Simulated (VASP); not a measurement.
Set up this calculation in VASP 6.6.1, as the native input.

| Quantity | Value |
| --- | --- |
| Task | single point |
| Functional | PBE |
| Dispersion | D3(BJ) |
| Potentials or basis | VASP PAW PBE potentials, release 64 (Se) |
| Cutoff | 520 eV |
| k mesh | 12 × 12 × 8 |
| Occupations | gaussian, width 0.05 eV |
| Spin | no spin polarisation |
| Dipole correction | no |
| Further INCAR settings | ALGO = Normal; EDIFF = 1e-06; NBANDS = 16 |

The structure of Se lies in POSCAR:

```
Se
1.0
    4.1970040054      0.0000000000      0.0000000000
   -2.0985020027      3.6347120884      0.0000000000
    0.0000000000      0.0000000000      4.6893125752
Se
3
Direct
    0.2473450684      0.0000000000      0.3333333333
    0.0000000000      0.2473450684      0.6666666667
    0.7526549316      0.7526549316      0.0000000000
```

This cell differs from its parent crystal: volume 23.845 Å^3 an atom, c/a of the conventional cell 1.1173.

These files were run (other wordings do the same):

INCAR

```
SYSTEM = Se
PREC     = Accurate       ! precision mode
ENCUT    = 520            ! plane-wave cutoff, eV
EDIFF    = 1E-6           ! SCF threshold, eV
ISMEAR   = 0              ! smearing method
SIGMA    = 0.05           ! smearing width, eV
LREAL    = .False.        ! projectors in reciprocal space
LASPH    = .True.         ! aspherical terms in the spheres
NELM     = 80             ! most SCF steps
ALGO     = Normal         ! electronic algorithm
ISIF     = 2              ! what is computed and relaxed
LWAVE    = .False.        ! write WAVECAR
LCHARG   = .False.        ! write CHGCAR
GGA      = PE             ! functional
IVDW     = 12             ! dispersion correction
NBANDS   = 16             ! bands
```

KPOINTS

```
regular mesh
0
Gamma
  12 12 8
  0 0 0
```

Potentials or basis: VASP PAW PBE potentials, release 64 (Se).

The run is started by

```sh
$ cat potpaw_PBE.64/Se/POTCAR > POTCAR
$ mpirun -np 1 vasp_std > vasp.out
```

It gave:

The pressure is 4.5 GPa. The largest force is 0.391 eV/Å. The band gap on the k mesh is 0.29 eV, indirect (least direct gap 1.41 eV) and the dispersion energy per atom is -0.366 eV.

It took 53 s on 1 thread of AMD EPYC 9R45 96-Core Processor (Zen 5) (shared host), peak memory 0.24 GiB.
